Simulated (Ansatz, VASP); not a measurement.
## One calculation of Ni3Ge, two programs

```
Ni Ge
1.0
     3.56016    0.00000    0.00000
     0.00000    3.52491    0.00000
     0.00000    0.00000    3.52491
Ni Ge
3 1
Direct
  0.50000 0.00000 0.50000
  0.00000 0.50000 0.50000
  0.50000 0.50000 0.00000
  0.00000 0.00000 0.00000
```

Change from the starting cell: strain +0.0100 x Voigt [1, 0, 0, 0, 0, 0], atoms carried along.

Alike in both runs: task single point; functional PBEsol; k mesh 14 × 14 × 14; occupations gaussian, width 0.15 eV; no spin polarisation.

```csv
,VASP,Ansatz
version,VASP 6.6.1,Ansatz 0.2.0
potentials or method,"VASP PAW PBE potentials, release 64 (Ni, Ge_d), cutoff 520 eV","scalar-relativistic, plane waves, PAW"
valence electrons in the cell,44,68
```

```tsv
	VASP	Ansatz	Ansatz less VASP
gap on the k mesh at the Fermi level (eV)	none	none	-
pressure (GPa)	-1.9	-2.1	-0.21
traceless stress, the component that is largest in VASP (GPa)	-0.97	-0.99	-0.016
```

VASP's potentials were made for PBE, not for PBEsol. A gap of «none» marks a metal or a gap that the smearing closes. VASP's potentials hold 44 valence electrons a cell and Ansatz's 68, so a difference there can come from the potentials and not from the codes.
